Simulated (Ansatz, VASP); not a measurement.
Tl: VASP beside Ansatz

```
Tl
1.0
     0.00000    2.46634    2.46634
     2.46634    0.00000    2.46634
     2.46634    2.46634    0.00000
Tl
1
Direct
  0.00000 0.00000 0.00000
```

Alike in both runs: task relaxation of cell and atoms; functional pbe exchange, pbesol correlation; k mesh 9 × 9 × 9; occupations fermi-dirac, width 0.1 eV; collinear spin.

```csv
,VASP,Ansatz
version,VASP 6.6.1,Ansatz 0.2.0
potentials or method,"VASP PAW PBE potentials, release 64 (Tl_d), cutoff 500 eV","all-electron LAPW, scalar-relativistic"
```

Ansatz gave:

| Property | Result |
| --- | --- |
| net moment per atom (μB) | 0.00 |
| relaxed volume (Å³/atom) | 31.90 |
| relaxed length of the cell vector where the two differ most in proportion (Å) | 3.560 |

Task: Estimate VASP's values.

Result: net moment per atom (μB): 0.00; relaxed volume (Å³/atom): 31.85; relaxed length of the cell vector where the two differ most in proportion (Å): 3.558.

VASP's potentials were made for PBE, not for pbe exchange, pbesol correlation. Ansatz ran all-electron here, and VASP with PAW potentials.

Spin-orbit coupling is off throughout.
